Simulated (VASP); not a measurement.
**AlP: single point with PBE**

AlP:

```
CELL_PARAMETERS angstrom
0.00000 2.75386 2.75386
2.75386 0.00000 2.75386
2.75386 2.75386 0.00000
ATOMIC_POSITIONS crystal
Al 0.00000 0.00000 0.00000
P 0.75000 0.75000 0.75000
```

| Item | Value |
| --- | --- |
| Program | VASP 6.6.1 |
| Task | single point |
| Functional | PBE |
| Potentials or basis | VASP PAW PBE potentials, release 64 (Al, P) |
| Cutoff | 500 eV |
| k mesh | 8 × 8 × 8 |
| Occupations | gaussian, width 0.02 eV |
| Spin | no spin polarisation |

| Property | Result |
| --- | --- |
| Pressure | -0.1 GPa |
| Band gap on the k mesh | 1.63 eV, indirect (least direct gap 3.08 eV) |

Levels at points of the mesh, in eV from the valence-band top:
```tsv
k point	band 2	band 3	band 4	band 5	band 6	band 7
(0.00, 0.00, 0.00)	0.00	0.00	0.00	3.08	4.52	4.52
(0.50, 0.00, 0.00)	-5.41	-0.75	-0.75	2.72	4.81	4.81
(0.50, 0.50, 0.00)	-5.22	-2.05	-2.05	1.63	2.47	10.85
```

It took 5.5 s on 1 thread of Intel(R) Xeon(R) 6975P-C (Granite Rapids) (shared host), peak memory 0.15 GiB.

A k mesh can miss the band edges.
